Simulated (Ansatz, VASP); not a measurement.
## Two plane-wave programs on NaCl

POSCAR

```
NaCl
1.0
    0.0000000000      2.8481696037      2.8481696037
    2.8481696037      0.0000000000      2.8481696037
    2.8481696037      2.8481696037      0.0000000000
Na Cl
1 1
Direct
    0.5000000000      0.5000000000      0.5000000000
    0.0000000000      0.0000000000      0.0000000000
```

File INCAR.step1:

```
PREC = Accurate
ENCUT = 520
ISMEAR = 0
SIGMA = 0.02
LREAL = False
LASPH = True
NELM = 100
NBANDS = 14
GGA = PE
ALGO = Normal
EDIFF = 1E-4
LWAVE = True
LCHARG = False
```

File INCAR.step2:

```
PREC = Accurate
ENCUT = 520
EDIFF = 1E-6
ISMEAR = 0
SIGMA = 0.02
LREAL = False
LASPH = True
NELM = 100
ALGO = Normal
ISIF = 2
LWAVE = False
LCHARG = True
METAGGA = R2SCAN
LMIXTAU = True
LELF = True
LVHAR = True
NBANDS = 14
ISTART = 1
```

File KPOINTS:

```
regular mesh
0
Gamma
  8 8 8
```

Input for Ansatz:

```yaml
crystal:
  lattice:
    - [0.0, 2.8481696037, 2.8481696037]
    - [2.8481696037, 0.0, 2.8481696037]
    - [2.8481696037, 2.8481696037, 0.0]
  atoms:
    - { symbol: Na, position: [0.5, 0.5, 0.5] }
    - { symbol: Cl, position: [0.0, 0.0, 0.0] }
basis:
  ecutwfc: 500
kpoints:
  mp_grid: { grid: [8, 8, 8] }
  band_path:
    path:
      - [[0.0, 0.0, 0.0], [0.5, 0.0, 0.5], [0.625, 0.25, 0.625]]
      - [[0.375, 0.375, 0.75], [0.0, 0.0, 0.0], [0.5, 0.5, 0.5], [0.5, 0.25, 0.75], [0.5, 0.0, 0.5]]
    npoints: 14
hamiltonian:
  xc: r2scan
scf:
  occupations: { method: gaussian, width: 0.02 }
  n_extra_bands: 6
output:
  forces: true
  stress: true
  eigenvalues: true
  populations: true
  dos: { projected: true, de: 0.02, nscf_kmesh: { grid: [12, 12, 12] } }
  bader: true
  write_density: true
  write_potential: true
  elf: true
  volumetric_format: npy
```

Alike in both runs: task single point; functional r2SCAN; k mesh 8 × 8 × 8; occupations gaussian, width 0.02 eV; no spin polarisation.

```csv
,VASP,Ansatz
version,VASP 6.6.1,Ansatz 0.2.0
potentials or method,"VASP PAW PBE potentials, release 64 (Na_pv, Cl), cutoff 520 eV","scalar-relativistic, plane waves, PAW"
valence electrons in the cell,14,16
```

Ansatz gave:

| Quantity | Value |
| --- | --- |
| gap on the k mesh at the Fermi level (eV) | 5.78 |
| least direct gap on the mesh (eV) | 5.78 |
| pressure (GPa) | -1.2 |

Q: What did VASP give for the same quantities?

A: gap on the k mesh at the Fermi level (eV): 5.80; least direct gap on the mesh (eV): 5.80; pressure (GPa): -1.4.

VASP's potentials were made for PBE, not for r2SCAN. VASP's potentials hold 14 valence electrons a cell and Ansatz's 16, so a difference there can come from the potentials and not from the codes.
